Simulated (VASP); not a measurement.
Input of a VASP 6.6.1 run:

INCAR

```
SYSTEM = W
PREC = Accurate ; ENCUT = 520
EDIFF = 1E-7 ; ISMEAR = -1
SIGMA = 0.1 ; LREAL = .False.
LASPH = .True. ; NELM = 80
ALGO = Normal ; ISIF = 2
LWAVE = .False. ; LCHARG = .True.
GGA = RE ; LELF = .True.
LVHAR = .True. ; NBANDS = 13
```

File KPOINTS:

```
Automatic mesh
0
Gamma
  22 22 22
  0 0 0
```

Contents of POSCAR:

```
W
1.0
    0.0000000000      2.0251994825      2.0251994825
    2.0251994825      0.0000000000      2.0251994825
    2.0251994825      2.0251994825      0.0000000000
W
1
Direct
    0.0000000000      0.0000000000      0.0000000000
```

Potentials or basis: VASP PAW PBE potentials, release 64 (W_sv).

Launch:

```console
$ cat potpaw_PBE.64/W_sv/POTCAR > POTCAR
$ mpirun -np 1 vasp_std > vasp.out
```

(1) What does it give for the pressure?

(2) Predict the band gap on the k mesh.

Results:

(1) 0.3 GPa.

(2) zero (band 7 reaches 13.35 eV, above the bottom of band 8 at 9.85 eV).

Caveat: the PAW data sets were made with another functional, which shifts forces and pressure a little; spin-orbit coupling is left out, which moves the levels of the heavy elements.
